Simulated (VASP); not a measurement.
# Ti2C (Fd-3m) in VASP: a series of runs

Ti2C is run at these levels: LDA; tasks: single point, relaxation of cell and atoms.

Everything below comes from runs of VASP 6.6.1. Logs are shortened: lines on timing, memory, paths and dates and some standing lists are left out, and cuts for length are marked.

**1. The cell of the first run**

The structure is cubic, space group Fd-3m (No. 227). The conventional cell has a = 8.478 Å, b = 8.478 Å, c = 8.478 Å, α = 90.00°, β = 90.00°, γ = 90.00°. Ti (site symmetry 3m) has 3 C at 2.07 Å within 2.7 Å. Within 2.7 Å of C (site symmetry -3m) lie 6 Ti at 2.07 Å.

**2. Single point, LDA**

The input, INCAR:

```
SYSTEM = Ti2C
PREC     = Accurate       ! precision mode
ENCUT    = 910            ! plane-wave cutoff, eV
EDIFF    = 1E-6           ! SCF threshold, eV
ISMEAR   = 0              ! smearing method
SIGMA    = 0.1            ! smearing width, eV
LREAL    = .FALSE.        ! projectors in reciprocal space
LASPH    = .TRUE.         ! aspherical terms in the spheres
NELM     = 120            ! most SCF steps
ALGO     = Normal         ! electronic algorithm
ISIF     = 2              ! what is computed and relaxed
LWAVE    = .FALSE.        ! write WAVECAR
LCHARG   = .TRUE.         ! write CHGCAR
LELF     = .TRUE.         ! ELF
LVHAR    = .TRUE.       
NBANDS   = 68             ! bands
GGA_COMPAT= .FALSE.
```

The input, KPOINTS:

```
regular mesh
0
G
  4 4 4
  0 0 0
```

The input, POSCAR:

```
Ti2C
1.0
    0.0000000000      4.2391911411      4.2391911411
    4.2391911411      0.0000000000      4.2391911411
    4.2391911411      4.2391911411      0.0000000000
Ti C
8 4
Direct
    0.8579651325      0.3806782892      0.3806782892
    0.3806782892      0.3806782892      0.3806782892
    0.3806782892      0.3806782892      0.8579651325
    0.8693217108      0.3920348675      0.8693217108
    0.8693217108      0.8693217108      0.8693217108
    0.3920348675      0.8693217108      0.8693217108
    0.8693217108      0.8693217108      0.3920348675
    0.3806782892      0.8579651325      0.3806782892
    0.6250000000      0.6250000000      0.6250000000
    0.1250000000      0.6250000000      0.6250000000
    0.6250000000      0.6250000000      0.1250000000
    0.6250000000      0.1250000000      0.6250000000
```

Potentials or basis: VASP PAW LDA potentials, release 64 (Ti_sv, C_h).

Command:

```
$ cat potpaw_LDA.64/Ti_sv/POTCAR potpaw_LDA.64/C_h/POTCAR > POTCAR
$ mpirun -np 1 vasp_std > vasp.out
```

OUTCAR:

```text
SYSTEM = Ti2C
   PREC = Accurate
   ENCUT = 910
   EDIFF = 1E-6
   ISMEAR = 0
   LREAL = .FALSE.
   LASPH = .TRUE.
   NELM = 120
   ISIF = 2

 ion  position               nearest neighbor table
   1  0.858  0.381  0.381-   9 2.07  11 2.07  12 2.07   2 2.86   3 2.86   8 2.86
   2  0.381  0.381  0.381-  10 2.07  11 2.07  12 2.07   1 2.86   3 2.86   8 2.86
   3  0.381  0.381  0.858-   9 2.07  10 2.07  12 2.07   1 2.86   2 2.86   8 2.86
   4  0.869  0.392  0.869-   9 2.07  10 2.07  11 2.07   5 2.86   6 2.86   7 2.86
   5  0.869  0.869  0.869-  10 2.07  11 2.07  12 2.07   4 2.86   6 2.86   7 2.86
   6  0.392  0.869  0.869-   9 2.07  11 2.07  12 2.07   4 2.86   5 2.86   7 2.86
   7  0.869  0.869  0.392-   9 2.07  10 2.07  12 2.07   4 2.86   5 2.86   6 2.86
   8  0.381  0.858  0.381-   9 2.07  10 2.07  11 2.07   1 2.86   2 2.86   3 2.86
   9  0.625  0.625  0.625-   3 2.07   7 2.07   4 2.07   6 2.07   1 2.07   8 2.07
  10  0.125  0.625  0.625-   2 2.07   5 2.07   4 2.07   3 2.07   7 2.07   8 2.07
  11  0.625  0.625  0.125-   2 2.07   5 2.07   4 2.07   1 2.07   6 2.07   8 2.07
  12  0.625  0.125  0.625-   2 2.07   5 2.07   3 2.07   1 2.07   6 2.07   7 2.07

  LATTYP: Found a face centered cubic cell.
 ALAT       =     8.4783822822

  Lattice vectors:

 A1 = (   0.0000000000,   4.2391911411,   4.2391911411)
 A2 = (   4.2391911411,   0.0000000000,   4.2391911411)
 A3 = (   4.2391911411,   4.2391911411,   0.0000000000)

Analysis of symmetry for initial positions (statically):
=====================================================================
 Subroutine PRICEL returns:
 Original cell was already a primitive cell.

 Routine SETGRP: Setting up the symmetry group for a
 face centered cubic supercell.

 Subroutine GETGRP returns: Found 48 space group operations
 (whereof 24 operations were pure point group operations)
 out of a pool of 48 trial point group operations.

The static configuration has the point symmetry T_d .
 The point group associated with its full space group is O_h .

Analysis of symmetry for dynamics (positions and initial velocities):
=====================================================================
 Subroutine PRICEL returns:
 Original cell was already a primitive cell.

 Routine SETGRP: Setting up the symmetry group for a
 face centered cubic supercell.

 Subroutine GETGRP returns: Found 48 space group operations
 (whereof 24 operations were pure point group operations)
 out of a pool of 48 trial point group operations.

The dynamic configuration has the point symmetry T_d .
 The point group associated with its full space group is O_h .

 Subroutine INISYM returns: Found 48 space group operations
 (whereof 24 operations are pure point group operations),
 and found     1 'primitive' translations

----------------------------------------------------------------------------------------

                                     Primitive cell

  volume of cell :     152.3628

  direct lattice vectors                    reciprocal lattice vectors
     0.000000000  4.239191141  4.239191141    -0.117947029  0.117947029  0.117947029
     4.239191141  0.000000000  4.239191141     0.117947029 -0.117947029  0.117947029
     4.239191141  4.239191141  0.000000000     0.117947029  0.117947029 -0.117947029

  length of vectors
     5.995121605  5.995121605  5.995121605     0.204290247  0.204290247  0.204290247

  position of ions in fractional coordinates (direct lattice)
     0.857965132  0.380678289  0.380678289
     0.380678289  0.380678289  0.380678289
     0.380678289  0.380678289  0.857965132
     0.869321711  0.392034868  0.869321711
     0.869321711  0.869321711  0.869321711
     0.392034868  0.869321711  0.869321711
     0.869321711  0.869321711  0.392034868
     0.380678289  0.857965132  0.380678289
     0.625000000  0.625000000  0.625000000
     0.125000000  0.625000000  0.625000000
     0.625000000  0.625000000  0.125000000
     0.625000000  0.125000000  0.625000000

  ion indices of the primitive-cell ions
   primitive index   ion index
                 1           1
                 2           2
                 3           3
                 4           4
                 5           5
                 6           6
                 7           7
                 8           8
                 9           9
                10          10
                11          11
                12          12

----------------------------------------------------------------------------------------

 KPOINTS: regular mesh

Automatic generation of k-mesh.
 Grid dimensions read from file:
 generate k-points for:    4    4    4

 Generating k-lattice:

  Cartesian coordinates                     Fractional coordinates (reciprocal lattice)
    -0.029486757  0.029486757  0.029486757     0.250000000  0.000000000  0.000000000
     0.029486757 -0.029486757  0.029486757     0.000000000  0.250000000  0.000000000
     0.029486757  0.029486757 -0.029486757     0.000000000  0.000000000  0.250000000

  Length of vectors
     0.051072562  0.051072562  0.051072562

  Shift w.r.t. Gamma in fractional coordinates (k-lattice)
     0.000000000  0.000000000  0.000000000

 Subroutine IBZKPT returns following result:
 ===========================================

 Found      8 irreducible k-points:

 Following reciprocal coordinates:
            Coordinates               Weight
  0.000000  0.000000  0.000000      1.000000
  0.250000  0.000000  0.000000      8.000000
  0.500000  0.000000  0.000000      4.000000
  0.250000  0.250000  0.000000      6.000000
  0.500000  0.250000  0.000000     24.000000
 -0.250000  0.250000  0.000000     12.000000
  0.500000  0.500000  0.000000      3.000000
 -0.250000  0.500000  0.250000      6.000000
   k-points           NKPTS =      8   k-points in BZ     NKDIM =      8   number of bands    NBANDS=     68
   number of dos      NEDOS =    301   number of ions     NIONS =     12
   total plane-waves  NPLWV = 216000
   dimension x,y,z NGX =    60 NGY =   60 NGZ =   60
   dimension x,y,z NGXF=   120 NGYF=  120 NGZF=  120
   ions per type =               8   4
   NGX,Y,Z   is equivalent  to a cutoff of  16.64, 16.64, 16.64 a.u.
   NGXF,Y,Z  is equivalent  to a cutoff of  33.28, 33.28, 33.28 a.u.
 SYSTEM =  Ti2C
   PREC   = accura    normal or accurate (medium, high low for compatibility)
   ISTART =      0    job   : 0-new  1-cont  2-samecut
   ICHARG =      2    charge: 1-file 2-atom 10-const
   ISPIN  =      1    spin polarized calculation?
   LNONCOLLINEAR =      F non collinear calculations
   LSORBIT =      F    spin-orbit coupling
   LASPH  =      T    aspherical Exc in radial PAW
   ENCUT  =  910.0 eV  66.88 Ry    8.18 a.u.  14.75 14.75 14.75*2*pi/ulx,y,z
   NELM   =    120;   NELMIN=  2; NELMDL= -5     # of ELM steps
   EDIFF  = 0.1E-05   stopping-criterion for ELM
   LREAL  =      F    real-space projection
   EDIFFG = 0.1E-04   stopping-criterion for IOM
   NSW    =      0    number of steps for IOM
   IBRION =     -1    ionic relax: 0-MD 1-quasi-New 2-CG
   NFREE  =      0    steps in history (QN), initial steepest desc. (CG)
   ISIF   =      2    stress and relaxation
   ISYM   =      2    0-nonsym 1-usesym 2-fastsym
   POTIM  = 0.5000    time-step for ionic-motion
   TEBEG  =    0.0;   TEEND  =   0.0 temperature during run
   PSTRESS=    0.0 pullay stress
   NELECT =     112.0000    total number of electrons
   NUPDOWN=      -1.0000    fix difference up-down
   EMIN   =  10.00;   EMAX   =-10.00  energy-range for DOS
   EFERMI =   0.00;   METHOD = LEGACY
   ISMEAR =     0;   SIGMA  =   0.10  broadening in eV -4-tet -1-fermi 0-gaus
   EFERMI_NEDOS =   21; number of points for ismear=-14 and -15
   IALGO  =     38    algorithm
   IMIX   =      4    mixing-type and parameters
     AMIX     =   0.40;   BMIX     =  1.00
     AMIX_MAG =   1.60;   BMIX_MAG =  1.00
  volume/ion in A,a.u.               =      12.70        85.68
  Fermi-wavevector in a.u.,A,eV,Ry     =   1.477479  2.792030 29.700739  2.182943
  Thomas-Fermi vector in A             =   2.591878
   LORBIT       =      0    0 simple, 1 ext, 2 COOP (PROOUT), +10 PAW based schemes
   GGA     = CA    functional components
   LHFCALC =     F    Hartree Fock is set to
   AEXX    =    0.0000 exact exchange contribution
   IVDW    =     0    specifies the selected vdW correction
   LEPSILON=     F    determine dielectric tensor
   LRPA    =     F    only Hartree local field effects (RPA)
 non-spin polarized calculation
 Gauss-broadening in eV      SIGMA  =   0.10
  energy-cutoff  :      910.00
  volume of cell :      152.36
 maximum number of plane-waves:      9558
 NGX is ok and might be reduce to    60
   NGX = 29   NGY = 29   NGZ = 29

 number of electron     112.0000001 magnetization

 Free energy of the ion-electron system (eV)
  ---------------------------------------------------
  ext. energy  EPLUGINS =         0.00000000
  ---------------------------------------------------
  free energy    TOTEN  =      -117.48036423 eV

  energy without entropy =     -117.44998978  energy(sigma->0) =     -117.46517700

 E-fermi :   8.7254     XC(G=0): -12.2929

 val. band max:        8.7048378913   @ k =   0.2500   0.0000   0.0000
 cond. band min:       8.7840985979   @ k =   0.5000   0.2500   0.0000
 fundamental gap:      0.0792607066
 Fermi energy:         8.7254276370

 k-point     1 :       0.0000    0.0000    0.0000
  band No.  band energies     occupation
      1     -47.2568      2.00000
      2     -47.1596      2.00000
      3     -47.1483      2.00000
      4     -47.1483      2.00000
      5     -47.1483      2.00000
      6     -47.1162      2.00000
[... 60 lines left out ...]
     67      11.7213      0.00000
     68      11.7592      0.00000
[... 495 lines left out ...]
     67      10.7753      0.00000
     68      10.7753      0.00000

------------------------ aborting loop because EDIFF is reached ----------------------------------------

  FORCE on cell =-STRESS in cart. coord.  units (eV):
  Direction    XX          YY          ZZ          XY          YZ          ZX
  --------------------------------------------------------------------------------------
  -------------------------------------------------------------------------------------
  Total        0.2865741      0.2865741      0.2865741      0.0000000     -0.0000000      0.0000000
  in kB        3.0134812      3.0134812      3.0134812      0.0000000     -0.0000000      0.0000000
  external PRESSURE =       3.0134812 kB  Pullay stress =       0.0000000 kB

 VOLUME and BASIS-vectors are now :
 -----------------------------------------------------------------------------
  energy-cutoff  :      910.00
  volume of cell :      152.36
      direct lattice vectors                 reciprocal lattice vectors
     0.000000000  4.239191141  4.239191141    -0.117947029  0.117947029  0.117947029
     4.239191141  0.000000000  4.239191141     0.117947029 -0.117947029  0.117947029
     4.239191141  4.239191141  0.000000000     0.117947029  0.117947029 -0.117947029

 POSITION                                       TOTAL-FORCE (eV/Angst)
 -----------------------------------------------------------------------------------
      3.22754      5.25085      5.25085        -0.023350      0.023350      0.023350
      3.22754      3.22754      3.22754        -0.023350     -0.023350     -0.023350
      5.25085      5.25085      3.22754         0.023350      0.023350     -0.023350
      5.34713      7.37044      5.34713        -0.023350      0.023350     -0.023350
      7.37044      7.37044      7.37044         0.023350      0.023350      0.023350
      7.37044      5.34713      5.34713         0.023350     -0.023350     -0.023350
      5.34713      5.34713      7.37044        -0.023350     -0.023350      0.023350
      5.25085      3.22754      5.25085         0.023350     -0.023350      0.023350
      5.29899      5.29899      5.29899         0.000000     -0.000000     -0.000000
      5.29899      3.17939      3.17939         0.000000     -0.000000     -0.000000
      3.17939      3.17939      5.29899         0.000000     -0.000000     -0.000000
      3.17939      5.29899      3.17939         0.000000     -0.000000     -0.000000
 -----------------------------------------------------------------------------------
    total drift:                                0.000000     -0.000000      0.000000

  FREE ENERGIE OF THE ION-ELECTRON SYSTEM (eV)
  ---------------------------------------------------
  free  energy   TOTEN  =      -117.4803642253 eV

  energy  without entropy=     -117.4499897827  energy(sigma->0) =     -117.46517700
```

It took 3.8 min on 1 thread of Intel Xeon 6975P-C (Granite Rapids), shared host; peak memory 0.42 GiB.

What came out:

```yaml
Free_energy: -117.4804 eV
Pressure: 0.3 GPa
Largest_force: 0.040 eV/Å
Band_gap_on_the_k_mesh: zero (bands 56 and 57 overlap by 0.25 eV)
```

Forces on the atoms (eV/Å):
```
Ti  -0.023  0.023  0.023
Ti  -0.023 -0.023 -0.023
Ti   0.023  0.023 -0.023
Ti  -0.023  0.023 -0.023
Ti   0.023  0.023  0.023
Ti   0.023 -0.023 -0.023
Ti  -0.023 -0.023  0.023
Ti   0.023 -0.023  0.023
C    0.000  0.000  0.000
C    0.000  0.000  0.000
C    0.000  0.000  0.000
C    0.000  0.000  0.000
```

Caveat: the cutoff is under 1.25 times the usual one of these potentials, so pressure, stress and relaxed cells hold a basis-set (Pulay) error.

**3. Relaxation of cell and atoms, LDA**

This run uses another cell than the first one, of 13.37 Å³/atom.

The input, INCAR:

```
PREC = Accurate
ENCUT = 600
EDIFF = 1E-6
ISMEAR = 0
SIGMA = 0.1
LREAL = F
LASPH = T
NELM = 60
ALGO = Normal
ISIF = 3
LWAVE = F
LCHARG = F
IBRION = 2
NSW = 100
EDIFFG = -0.05
```

The input, KPOINTS:

```
regular mesh
0
Gamma
  4 4 4
```

The input, POSCAR:

```
Ti2C
1.0
    0.0000000000      4.3124976225      4.3124976225
    4.3124976225      0.0000000000      4.3124976225
    4.3124976225      4.3124976225      0.0000000000
Ti C
8 4
Direct
    0.8568108600      0.3810630500      0.3810630500
    0.3810630500      0.3810630500      0.3810630500
    0.3810630500      0.3810630500      0.8568108600
    0.8689369500      0.3931891400      0.8689369500
    0.8689369500      0.8689369500      0.8689369500
    0.3931891400      0.8689369500      0.8689369500
    0.8689369500      0.8689369500      0.3931891400
    0.3810630500      0.8568108600      0.3810630500
    0.6250000000      0.6250000000      0.6250000000
    0.1250000000      0.6250000000      0.6250000000
    0.6250000000      0.6250000000      0.1250000000
    0.6250000000      0.1250000000      0.6250000000
```

Potentials or basis: VASP PAW LDA potentials, release 64 (Ti_sv, C).

Command:

```
$ cat potpaw_LDA.64/Ti_sv/POTCAR potpaw_LDA.64/C/POTCAR > POTCAR
$ mpirun -np 1 vasp_std > vasp.out
```

Run time: 21 min. Hardware: 1 thread of Intel Xeon 8259CL, shared host; peak memory 0.32 GiB.

Results (log left out):

* Free energy: -117.4587 eV
* Relaxed volume: 12.70 Å³/atom
* Relaxed cell: a = 5.996 Å, b = 5.996 Å, c = 5.996 Å, α = 60.00°, β = 60.00°, γ = 60.00°
* Space group after relaxing (to 0.1 Å): Fd-3m (No. 227)
* Energy gained by relaxing: 17.8 meV/atom
* Ionic steps: 6
* Pressure after relaxing: 0.0 GPa
* Largest force after relaxing: 0.006 eV/Å
* Band gap on the k mesh: zero (bands 56 and 57 overlap by 0.24 eV)

Forces on the atoms (eV/Å):
```
Ti   0.004 -0.004 -0.004
Ti   0.004  0.004  0.004
Ti  -0.004 -0.004  0.004
Ti   0.004 -0.004  0.004
Ti  -0.004 -0.004 -0.004
Ti  -0.004  0.004  0.004
Ti   0.004  0.004 -0.004
Ti  -0.004  0.004 -0.004
C    0.000  0.000  0.000
C    0.000  0.000  0.000
C    0.000  0.000  0.000
C    0.000  0.000  0.000
```

Step by step:
```csv
step,energy change (eV),largest force (eV/Å),pressure (GPa),volume (Å³)
1,0.0000,0.4121,-8.78,160.40
2,0.3526,1.5463,16.53,144.00
3,-0.1980,0.2343,-0.55,153.97
4,-0.1980,0.2489,-0.38,153.85
5,-0.2124,0.0723,-0.13,152.87
6,-0.2137,0.0063,0.00,152.44
```

Final structure:
```yaml
crystal:
  lattice:
    - [0.00000, 4.23989, 4.23989]
    - [4.23989, 0.00000, 4.23989]
    - [4.23989, 4.23989, 0.00000]
  atoms:
    - { symbol: Ti, position: [0.85831, 0.38056, 0.38056] }
    - { symbol: Ti, position: [0.38056, 0.38056, 0.38056] }
    - { symbol: Ti, position: [0.38056, 0.38056, 0.85831] }
    - { symbol: Ti, position: [0.86944, 0.39169, 0.86944] }
    - { symbol: Ti, position: [0.86944, 0.86944, 0.86944] }
    - { symbol: Ti, position: [0.39169, 0.86944, 0.86944] }
    - { symbol: Ti, position: [0.86944, 0.86944, 0.39169] }
    - { symbol: Ti, position: [0.38056, 0.85831, 0.38056] }
    - { symbol: C, position: [0.62500, 0.62500, 0.62500] }
    - { symbol: C, position: [0.12500, 0.62500, 0.62500] }
    - { symbol: C, position: [0.62500, 0.62500, 0.12500] }
    - { symbol: C, position: [0.62500, 0.12500, 0.62500] }
```

Levels at points of the mesh, in eV from the Fermi level:
| k point | band 53 | band 54 | band 55 | band 56 | band 57 | band 58 | band 59 | band 60 |
| --- | --- | --- | --- | --- | --- | --- | --- | --- |
| (0.00, 0.00, 0.00) | -0.71 | -0.71 | -0.71 | 0.30 | 0.63 | 0.63 | 0.63 | 1.18 |
| (0.50, 0.00, 0.00) | -0.86 | -0.84 | -0.84 | -0.37 | 0.23 | 0.71 | 0.71 | 0.72 |
| (0.50, 0.50, 0.00) | -0.76 | -0.76 | -0.58 | -0.58 | 0.27 | 0.27 | 0.36 | 0.36 |
